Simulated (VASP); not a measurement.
# Re (Fd-3m) in VASP: a series of runs, part 3 of 3

VASP 6.6.1. Earlier steps stand in the parts before.

## (6) Single point, LDA (21.50 Å³/atom)

INCAR reads:

```
SYSTEM = Re
PREC     = Accurate       ! precision mode
ENCUT    = 520            ! plane-wave cutoff, eV
EDIFF    = 1E-6           ! SCF threshold, eV
ISMEAR   = -1             ! smearing method
SIGMA    = 0.1            ! smearing width, eV
LREAL    = .False.        ! projectors in reciprocal space
LASPH    = .True.         ! aspherical terms in the spheres
NELM     = 80             ! most SCF steps
ALGO     = Normal         ! electronic algorithm
ISIF     = 2              ! what is computed and relaxed
LWAVE    = .False.        ! write WAVECAR
LCHARG   = .False.        ! write CHGCAR
GGA      = CA             ! functional
NBANDS   = 14             ! bands
```

KPOINTS reads:

```
regular mesh
0
Gamma
  11 11 11
  0 0 0
```

POSCAR reads:

```
Re
1.0
    0.0000000000      2.7808411420      2.7808411420
    2.7808411420      0.0000000000      2.7808411420
    2.7808411420      2.7808411420      0.0000000000
Re
2
Direct
    0.1250000000      0.1250000000      0.1250000000
    0.8750000000      0.8750000000      0.8750000000
```

Potentials or basis: VASP PAW LDA potentials, release 64 (Re).

Launch:

```sh
$ cat potpaw_LDA.64/Re/POTCAR > POTCAR
$ mpirun -np 1 vasp_std > vasp.out
```

OUTCAR:

```text
SYSTEM = Re
   PREC = Accurate
   ENCUT = 520
   EDIFF = 1E-6
   ISMEAR = -1
   LREAL = .False.
   LASPH = .True.
   NELM = 80
   ISIF = 2
   GGA = CA

 ion  position               nearest neighbor table
   1  0.125  0.125  0.125-   2 2.41   2 2.41   2 2.41   2 2.41
   2  0.875  0.875  0.875-   1 2.41   1 2.41   1 2.41   1 2.41

  LATTYP: Found a face centered cubic cell.
 ALAT       =     5.5616822840

  Lattice vectors:

 A1 = (   0.0000000000,   2.7808411420,   2.7808411420)
 A2 = (   2.7808411420,   0.0000000000,   2.7808411420)
 A3 = (   2.7808411420,   2.7808411420,   0.0000000000)

Analysis of symmetry for initial positions (statically):
=====================================================================
 Subroutine PRICEL returns:
 Original cell was already a primitive cell.

 Routine SETGRP: Setting up the symmetry group for a
 face centered cubic supercell.

 Subroutine GETGRP returns: Found 48 space group operations
 (whereof 12 operations were pure point group operations)
 out of a pool of 48 trial point group operations.

The static configuration has the point symmetry D_3d.
 The point group associated with its full space group is O_h .

Analysis of symmetry for dynamics (positions and initial velocities):
=====================================================================
 Subroutine PRICEL returns:
 Original cell was already a primitive cell.

 Routine SETGRP: Setting up the symmetry group for a
 face centered cubic supercell.

 Subroutine GETGRP returns: Found 48 space group operations
 (whereof 12 operations were pure point group operations)
 out of a pool of 48 trial point group operations.

The dynamic configuration has the point symmetry D_3d.
 The point group associated with its full space group is O_h .

 Subroutine INISYM returns: Found 48 space group operations
 (whereof 12 operations are pure point group operations),
 and found     1 'primitive' translations

----------------------------------------------------------------------------------------

                                     Primitive cell

  volume of cell :      43.0089

  direct lattice vectors                    reciprocal lattice vectors
     0.000000000  2.780841142  2.780841142    -0.179801713  0.179801713  0.179801713
     2.780841142  0.000000000  2.780841142     0.179801713 -0.179801713  0.179801713
     2.780841142  2.780841142  0.000000000     0.179801713  0.179801713 -0.179801713

  length of vectors
     3.932703258  3.932703258  3.932703258     0.311425702  0.311425702  0.311425702

  position of ions in fractional coordinates (direct lattice)
     0.125000000  0.125000000  0.125000000
     0.875000000  0.875000000  0.875000000

  ion indices of the primitive-cell ions
   primitive index   ion index
                 1           1
                 2           2

----------------------------------------------------------------------------------------

 KPOINTS: regular mesh

Automatic generation of k-mesh.
 Grid dimensions read from file:
 generate k-points for:   11   11   11

 Generating k-lattice:

  Cartesian coordinates                     Fractional coordinates (reciprocal lattice)
    -0.016345610  0.016345610  0.016345610     0.090909091  0.000000000  0.000000000
     0.016345610 -0.016345610  0.016345610     0.000000000  0.090909091  0.000000000
     0.016345610  0.016345610 -0.016345610     0.000000000  0.000000000  0.090909091

  Length of vectors
     0.028311427  0.028311427  0.028311427

  Shift w.r.t. Gamma in fractional coordinates (k-lattice)
     0.000000000  0.000000000  0.000000000

 Subroutine IBZKPT returns following result:
 ===========================================

 Found     56 irreducible k-points:

 Following reciprocal coordinates:
            Coordinates               Weight
  0.000000  0.000000  0.000000      1.000000
  0.090909  0.000000  0.000000      8.000000
  0.181818  0.000000  0.000000      8.000000
  0.272727  0.000000  0.000000      8.000000
  0.363636  0.000000  0.000000      8.000000
  0.454545  0.000000  0.000000      8.000000
[... 16 lines left out ...]
 -0.272727  0.181818  0.000000     24.000000
 -0.181818  0.181818  0.000000     12.000000
 [... further k-points ...]
   k-points           NKPTS =     56   k-points in BZ     NKDIM =     56   number of bands    NBANDS=     14
   number of dos      NEDOS =    301   number of ions     NIONS =      2
   total plane-waves  NPLWV =  27000
   dimension x,y,z NGX =    30 NGY =   30 NGZ =   30
   dimension x,y,z NGXF=    60 NGYF=   60 NGZF=   60
   ions per type =               2
   NGX,Y,Z   is equivalent  to a cutoff of  12.68, 12.68, 12.68 a.u.
   NGXF,Y,Z  is equivalent  to a cutoff of  25.36, 25.36, 25.36 a.u.
 SYSTEM =  Re
   PREC   = accura    normal or accurate (medium, high low for compatibility)
   ISTART =      0    job   : 0-new  1-cont  2-samecut
   ICHARG =      2    charge: 1-file 2-atom 10-const
   ISPIN  =      1    spin polarized calculation?
   LNONCOLLINEAR =      F non collinear calculations
   LSORBIT =      F    spin-orbit coupling
   LASPH  =      T    aspherical Exc in radial PAW
   ENCUT  =  520.0 eV  38.22 Ry    6.18 a.u.   7.31  7.31  7.31*2*pi/ulx,y,z
   NELM   =     80;   NELMIN=  2; NELMDL= -5     # of ELM steps
   EDIFF  = 0.1E-05   stopping-criterion for ELM
   LREAL  =      F    real-space projection
[... 7 lines left out ...]
   TEBEG  =    0.0;   TEEND  =   0.0 temperature during run
   PSTRESS=    0.0 pullay stress
   NELECT =      14.0000    total number of electrons
   NUPDOWN=      -1.0000    fix difference up-down
   EMIN   =  10.00;   EMAX   =-10.00  energy-range for DOS
   EFERMI =   0.00;   METHOD = LEGACY
   ISMEAR =    -1;   SIGMA  =   0.10  broadening in eV -4-tet -1-fermi 0-gaus
   EFERMI_NEDOS =   21; number of points for ismear=-14 and -15
   IALGO  =     38    algorithm
   IMIX   =      4    mixing-type and parameters
     AMIX     =   0.40;   BMIX     =  1.00
     AMIX_MAG =   1.60;   BMIX_MAG =  1.00
  volume/ion in A,a.u.               =      21.50       145.12
  Fermi-wavevector in a.u.,A,eV,Ry     =   1.126155  2.128124 17.255236  1.268224
  Thomas-Fermi vector in A             =   2.262835
   LORBIT       =      0    0 simple, 1 ext, 2 COOP (PROOUT), +10 PAW based schemes
   GGA     = CA    functional components
   LHFCALC =     F    Hartree Fock is set to
   AEXX    =    0.0000 exact exchange contribution
   IVDW    =     0    specifies the selected vdW correction
   LEPSILON=     F    determine dielectric tensor
   LRPA    =     F    only Hartree local field effects (RPA)
 non-spin polarized calculation
  energy-cutoff  :      520.00
  volume of cell :       43.01
 maximum number of plane-waves:      1191
 NGX is ok and might be reduce to    30
   NGX = 15   NGY = 15   NGZ = 15

 number of electron      13.9999999 magnetization

 Free energy of the ion-electron system (eV)
  ---------------------------------------------------
  ext. energy  EPLUGINS =         0.00000000
  ---------------------------------------------------
  free energy    TOTEN  =       -24.07757282 eV

  energy without entropy =      -24.03695473  energy(sigma->0) =      -24.05726378

 E-fermi :   3.7290     XC(G=0): -11.4161

 val. band max:        3.6460437300   @ k =  -0.4545   0.4545   0.0000
 cond. band min:       3.7408260523   @ k =  -0.3636   0.4545   0.1818
 fundamental gap:      0.0947823223
 Fermi energy:         3.7289583228

 k-point     1 :       0.0000    0.0000    0.0000
  band No.  band energies     occupation
      1      -3.3008      2.00000
      2       0.4958      2.00000
      3       0.4958      2.00000
      4       1.3893      2.00000
      5       1.3893      2.00000
      6       1.3893      2.00000
      7       4.3680      0.00335
      8       4.3680      0.00335
      9       4.3680      0.00335
     10       8.0590      0.00000
     11       8.0590      0.00000
     12      15.0859      0.00000
     13      15.5116      0.00000
     14      16.7010      0.00000
[... 375 lines left out ...]
 k-point    24 :      -0.1818    0.1818    0.0000
  band No.  band energies     occupation
      1      -1.7709      2.00000
      2       0.0058      2.00000
      3       0.6393      2.00000
      4       0.9469      2.00000
      5       1.5090      2.00000
      6       2.4904      1.99999
      7       3.3339      1.96223
      8       3.8545      0.44358
      9       5.0071      0.00001
     10       6.8985      0.00000
     11       8.3424      0.00000
     12      12.0403      0.00000
     13      12.6267      0.00000
     14      14.7785      0.00000

 [... further k-points ...]
[... 5 lines left out ...]
  --------------------------------------------------------------------------------------
  -------------------------------------------------------------------------------------
  Total       -0.4229095     -0.4229095     -0.4229095      0.0000000      0.0000000     -0.0000000
  in kB      -15.7543143    -15.7543143    -15.7543143      0.0000000      0.0000000     -0.0000000
  external PRESSURE =     -15.7543143 kB  Pullay stress =       0.0000000 kB

 VOLUME and BASIS-vectors are now :
 -----------------------------------------------------------------------------
  energy-cutoff  :      520.00
  volume of cell :       43.01
      direct lattice vectors                 reciprocal lattice vectors
     0.000000000  2.780841142  2.780841142    -0.179801713  0.179801713  0.179801713
     2.780841142  0.000000000  2.780841142     0.179801713 -0.179801713  0.179801713
     2.780841142  2.780841142  0.000000000     0.179801713  0.179801713 -0.179801713

 POSITION                                       TOTAL-FORCE (eV/Angst)
 -----------------------------------------------------------------------------------
      0.69521      0.69521      0.69521         0.000000      0.000000      0.000000
      4.86647      4.86647      4.86647        -0.000000     -0.000000     -0.000000
 -----------------------------------------------------------------------------------
    total drift:                               -0.000000      0.000000      0.000000

  FREE ENERGIE OF THE ION-ELECTRON SYSTEM (eV)
  ---------------------------------------------------
  free  energy   TOTEN  =       -24.0775728246 eV

  energy  without entropy=      -24.0369547295  energy(sigma->0) =      -24.05726378
```

Wall time 25 s (1 thread of Intel Xeon Platinum 8488C (Sapphire Rapids), shared host); peak memory 0.16 GiB.

Results:

* Free energy: -24.0776 eV
* Pressure: -1.6 GPa
* Band gap on the k mesh: zero (bands 7 and 8 overlap by 1.17 eV)

Caveat: spin-orbit coupling is left out, which moves the levels of the heavy elements.

## (7) Summary

| cell | k mesh | gap on the mesh (eV) | pressure (GPa) |
| --- | --- | --- | --- |
| a = 3.933 Å, angles 60.0°, 2 atoms | 10 × 10 × 10 | none | -1.5 |
| a = 3.769 Å, angles 60.0°, 2 atoms | 11 × 11 × 11 | none | 29.9 |
| a = 3.825 Å, angles 60.0°, 2 atoms | 11 × 11 × 11 | none | 17.2 |
| a = 3.880 Å, angles 60.0°, 2 atoms | 11 × 11 × 11 | none | 6.9 |
| a = 3.933 Å, angles 60.0°, 2 atoms | 11 × 11 × 11 | none | -1.6 |

Alike in all rows: task single point; level LDA; potentials or basis VASP PAW LDA potentials, release 64 (Re); no spin polarisation; cutoff (eV) 520; smearing fermi-dirac 0.1 eV.

Caveats: spin-orbit coupling is left out, which moves the levels of the heavy elements; the cell stands under pressure (at least some runs).

Absolute energies hang on the potentials; compare differences alone.

The gap in the log of VASP goes by the Fermi energy; the results here count the filled bands.